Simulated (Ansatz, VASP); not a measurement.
# Two plane-wave programs on EuIr2Au

File INCAR:

```
  PREC = Accurate
  ENCUT = 600
  EDIFF = 1E-6
  ISMEAR = -1
  SIGMA = 0.1
  LREAL = False
  LASPH = True
  NELM = 200
  ALGO = Normal
  ISIF = 2
  LWAVE = False
  LCHARG = False
  ISPIN = 2
  MAGMOM = -0.09 -0.09 -0.48 -0.48 -1.16 -1.16 7.38 7.38
  LORBIT = 11
  LMAXMIX = 6
  LDAU = True
  LDAUTYPE = 2
  LDAUL = -1 2 3
  LDAUU = 0 0.83 5.18
  LDAUJ = 0 0 0
  LDAUPRINT = 1
  GGA = PE
  NBANDS = 60
  GGA_COMPAT = False
```

File KPOINTS:

```
regular mesh
0
Gamma
  6 6 3
```

POSCAR

```
EuIr2Au
1.0
    4.0231949700      0.0000000000      0.0000000000
    0.0000000000      4.0231949700      0.0000000000
    0.0000000000      0.0000000000      9.4612198300
Au Ir Eu
2 4 2
Direct
    0.7500000000      0.2500000000      0.0000000000
    0.2500000000      0.7500000000      0.0000000000
    0.2500000000      0.2500000000      0.1694000000
    0.7500000000      0.7500000000      0.8306000000
    0.7500000000      0.2500000000      0.5000000000
    0.2500000000      0.7500000000      0.5000000000
    0.2500000000      0.2500000000      0.7531500000
    0.7500000000      0.7500000000      0.2468500000
```

Input for Ansatz:

```yaml
crystal:
  lattice:
    - [4.02319497, 0.0, 0.0]
    - [0.0, 4.02319497, 0.0]
    - [0.0, 0.0, 9.46121983]
  atoms:
    - { symbol: Au, position: [0.75, 0.25, 0.0] }
    - { symbol: Au, position: [0.25, 0.75, 0.0] }
    - { symbol: Ir, position: [0.25, 0.25, 0.1694] }
    - { symbol: Ir, position: [0.75, 0.75, 0.8306] }
    - { symbol: Eu, position: [0.25, 0.25, 0.75315] }
    - { symbol: Eu, position: [0.75, 0.75, 0.24685] }
    - { symbol: Ir, position: [0.75, 0.25, 0.5] }
    - { symbol: Ir, position: [0.25, 0.75, 0.5] }
kpoints:
  mp_grid: { grid: [6, 6, 3], shift: [0, 0, 0] }
  band_path:
    path:
      - [0.0, 0.0, 0.0]
      - [0.0, 0.5, 0.0]
      - [0.5, 0.5, 0.0]
      - [0.0, 0.0, 0.0]
      - [0.0, 0.0, 0.5]
      - [0.0, 0.5, 0.5]
      - [0.5, 0.5, 0.5]
      - [0.0, 0.0, 0.5]
      - [0.0, 0.5, 0.0]
      - [0.0, 0.5, 0.5]
      - [0.5, 0.5, 0.0]
    npoints: 6
magnetization:
  spin_polarized: true
scf:
  occupations: { method: fermi_dirac }
  lower_state_search: "off"
  max_iter: 200
hamiltonian:
  pseudopotentials: { kind: paw }
  xc: pbe
  hubbard:
    projectors: all-electron-ortho-atomic
    sites:
      - { species: Eu, l: f, u_eff: 5.18 }
      - { species: Ir, l: d, u_eff: 0.83 }
basis:
  ecutwfc: 420
  fft_grid_basis: typed
output:
  forces: true
  stress: true
  eigenvalues: true
  bader: true
  populations: true
  elf: true
  write_potential: true
  volumetric_format: npy
  dos:
    e_range: [-12, 8]
    de: 0.05
    projected: { site_lists: { Au: [Au], Eu: [Eu], Ir: [Ir] } }
checkpoint:
  read: saved_state
```

Alike in both runs: task single point; functional PBE; k mesh 6 × 6 × 3; collinear spin; Hubbard terms Eu f U = 5.18 eV, Ir d U = 0.83 eV.

|  | VASP | Ansatz |
| --- | --- | --- |
| version | VASP 6.6.1 | Ansatz 0.2.0 |
| potentials or method | VASP PAW PBE potentials, release 64 (Au, Ir, Eu), cutoff 600 eV | PAW plane waves |
| occupations | fermi-dirac, width 0.1 eV | fermi-dirac |
| valence electrons in the cell | 92 | 140 |

```csv
,VASP,Ansatz,Ansatz less VASP
pressure (GPa),12.4,13.9,+1.50
rms of the force components (eV/Å),1.327,1.322,-0.0053
net moment per atom (μB),1.72,1.32,-0.401
size of the moment on the site where the two differ most (μB),0.41,1.06,+0.645
```

The net moments are unlike, so the other rows may belong to different states. Site moments also hang on the region over which each program counts them. The programs project onto different local orbitals, so the same U acts differently, and such runs can settle in different states. VASP's potentials hold 92 valence electrons a cell and Ansatz's 140, so a difference there can come from the potentials and not from the codes. Ansatz's warnings: filled band counts differ across k points.

Spin-orbit coupling is off throughout.
